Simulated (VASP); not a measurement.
Input of a VASP 6.6.1 run:

INCAR

```
SYSTEM = NbP
  PREC = Accurate
  ENCUT = 500
  EDIFF = 1E-6
  ISMEAR = 0
  SIGMA = 0.1
  LREAL = .FALSE.
  LASPH = .TRUE.
  NELM = 120
  ALGO = Normal
  ISIF = 2
  LWAVE = .FALSE.
  LCHARG = .FALSE.
  GGA = PE
  NBANDS = 26
  GGA_COMPAT = .FALSE.
```

KPOINTS

```
Automatic mesh
0
G
  4 4 4
  0 0 0
```

File POSCAR:

```
NbP
1.0
    4.1641325600      0.0000000000      0.0000000000
    0.0000000000      4.1641325600      0.0000000000
    0.0000000000      0.0000000000      5.8889727500
Nb P
2 2
Direct
    0.0000000000      0.5000000000      0.0000000000
    0.5000000000      0.0000000000      0.5000000000
    0.5000000000      0.5000000000      0.2500000000
    0.5000000000      0.5000000000      0.7500000000
```

Potentials or basis: VASP PAW PBE potentials, release 64 (Nb_sv, P).

Command:

```bash
$ cat potpaw_PBE.64/Nb_sv/POTCAR potpaw_PBE.64/P/POTCAR > POTCAR
$ mpirun -np 1 vasp_std > vasp.out
```

(1) What does it give for the band gap on the k mesh?

(2) Estimate the pressure.

Results:

(1) zero (bands 18 and 19 overlap by 0.54 eV).

(2) -10.3 GPa.

Caveat: the k points lie up to 0.38 Å⁻¹ apart, too coarse for converged energies and pressures of a metal; the cell differs from its parent crystal (atoms taken out).
